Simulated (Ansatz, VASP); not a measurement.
Two plane-wave programs on NaF

Contents of POSCAR:

```
NaF
1.0
    0.0000000000      2.3233000000      2.3233000000
    2.3233000000      0.0000000000      2.3233000000
    2.3233000000      2.3233000000      0.0000000000
Na F
1 1
Direct
    0.0000000000      0.0000000000      0.0000000000
    0.5000000000      0.5000000000      0.5000000000
```

INCAR.step1

```
SYSTEM = NaF
PREC = Accurate
ENCUT = 520
ISMEAR = 0
SIGMA = 0.05
LREAL = .False.
LASPH = .True.
NELM = 80
NBANDS = 14
GGA = PE
ALGO = Normal
EDIFF = 1E-4
LWAVE = .True.
LCHARG = .False.
```

The input INCAR.step2:

```
SYSTEM = NaF
PREC = Accurate
ENCUT = 520
EDIFF = 1E-6
ISMEAR = 0
SIGMA = 0.05
LREAL = .False.
LASPH = .True.
NELM = 80
ALGO = Normal
ISIF = 2
LWAVE = .False.
LCHARG = .True.
METAGGA = R2SCAN
LMIXTAU = .True.
LELF = .True.
LVHAR = .True.
NBANDS = 14
ISTART = 1
```

KPOINTS

```
Automatic mesh
0
Gamma
  8 8 8
  0 0 0
```

Input for Ansatz:

```yaml
crystal:
  lattice:
    - [0.0, 2.3233, 2.3233]
    - [2.3233, 0.0, 2.3233]
    - [2.3233, 2.3233, 0.0]
  atoms:
    - { symbol: Na, position: [0.0, 0.0, 0.0] }
    - { symbol: F, position: [0.5, 0.5, 0.5] }
basis:
  ecutwfc: 500
kpoints:
  mp_grid: { grid: [8, 8, 8] }
hamiltonian:
  xc: r2scan
scf:
  occupations: { method: gaussian, width: 0.05 }
output:
  forces: true
  stress: true
  eigenvalues: true
```

Alike in both runs: task single point; functional r2SCAN; k mesh 8 × 8 × 8; occupations gaussian, width 0.05 eV; no spin polarisation.

```csv
,VASP,Ansatz
version,VASP 6.6.1,Ansatz 0.2.0
potentials or method,"VASP PAW PBE potentials, release 64 (Na_pv, F), cutoff 520 eV","scalar-relativistic, plane waves, PAW"
valence electrons in the cell,14,16
```

Ansatz gave:

| Property | Result |
| --- | --- |
| gap on the k mesh at the Fermi level (eV) | 7.09 |
| least direct gap on the mesh (eV) | 7.09 |
| pressure (GPa) | -1.7 |

Problem. Which values does VASP return?

Solution. gap on the k mesh at the Fermi level (eV): 7.13; least direct gap on the mesh (eV): 7.13; pressure (GPa): -2.1.

VASP's potentials were made for PBE, not for r2SCAN. VASP's potentials hold 14 valence electrons a cell and Ansatz's 16, so a difference there can come from the potentials and not from the codes.
